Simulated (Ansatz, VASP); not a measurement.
## Two plane-wave programs on Ag

The input POSCAR:

```
Ag
1.0
    2.9036756676      0.0000000000      0.0000000000
   -1.4518378338      2.5146568925      0.0000000000
    0.0000000000      0.0000000000      4.7000641207
Ag
2
Direct
    0.3333333333      0.6666666667      0.2500000000
    0.6666666667      0.3333333333      0.7500000000
```

File INCAR.step1:

```
PREC     = Accurate       # precision mode
ENCUT    = 520            # plane-wave cutoff, eV
ISMEAR   = 0              # smearing method
SIGMA    = 0.1            # smearing width, eV
LREAL    = F              # projectors in reciprocal space
LASPH    = T              # aspherical terms in the spheres
NELM     = 80             # most SCF steps
NBANDS   = 18             # bands
GGA      = PE             # functional
ALGO     = Normal         # electronic algorithm
EDIFF    = 1E-4           # SCF threshold, eV
LWAVE    = T              # write WAVECAR
LCHARG   = F              # write CHGCAR
```

Contents of INCAR.step2:

```
PREC     = Accurate       # precision mode
ENCUT    = 520            # plane-wave cutoff, eV
EDIFF    = 1E-6           # SCF threshold, eV
ISMEAR   = 0              # smearing method
SIGMA    = 0.1            # smearing width, eV
LREAL    = F              # projectors in reciprocal space
LASPH    = T              # aspherical terms in the spheres
NELM     = 80             # most SCF steps
ALGO     = Normal         # electronic algorithm
ISIF     = 2              # what is computed and relaxed
LWAVE    = F              # write WAVECAR
LCHARG   = T              # write CHGCAR
METAGGA  = R2SCAN         # meta-GGA
LMIXTAU  = T            
LELF     = T              # ELF
LVHAR    = T            
NBANDS   = 18             # bands
ISTART   = 1
```

KPOINTS

```
Automatic mesh
0
Gamma
  24 24 12
```

Input for Ansatz:

```yaml
crystal:
  lattice:
    - [2.9036756676, 0.0, 0.0]
    - [-1.4518378338, 2.5146568925, 0.0]
    - [0.0, 0.0, 4.7000641207]
  atoms:
    - { symbol: Ag, position: [0.3333333333, 0.6666666667, 0.25] }
    - { symbol: Ag, position: [0.6666666667, 0.3333333333, 0.75] }
basis:
  ecutwfc: 500
kpoints:
  mp_grid: { grid: [24, 24, 12] }
hamiltonian:
  xc: r2scan
scf:
  occupations: { method: gaussian, width: 0.1 }
output:
  forces: true
  stress: true
  eigenvalues: true
  write_density: true
  write_potential: true
  elf: true
  volumetric_format: npy
```

Change from the starting cell: strain along c alone, the other axes held, atoms relaxed: -1.0 %.

Alike in both runs: task single point; functional r2SCAN; k mesh 24 × 24 × 12; occupations gaussian, width 0.1 eV; no spin polarisation.

|  | VASP | Ansatz |
| --- | --- | --- |
| version | VASP 6.6.1 | Ansatz 0.2.0 |
| potentials or method | VASP PAW PBE potentials, release 64 (Ag), cutoff 520 eV | scalar-relativistic, plane waves, PAW |
| valence electrons in the cell | 22 | 38 |

```tsv
	VASP	Ansatz	Ansatz less VASP
gap on the k mesh at the Fermi level (eV)	none	none	-
pressure (GPa)	1.1	1.0	-0.16
traceless stress, the component that is largest in VASP (GPa)	1.00	0.99	-0.008
```

VASP's potentials were made for PBE, not for r2SCAN. A gap of «none» marks a metal or a gap that the smearing closes. VASP's potentials hold 22 valence electrons a cell and Ansatz's 38, so a difference there can come from the potentials and not from the codes.
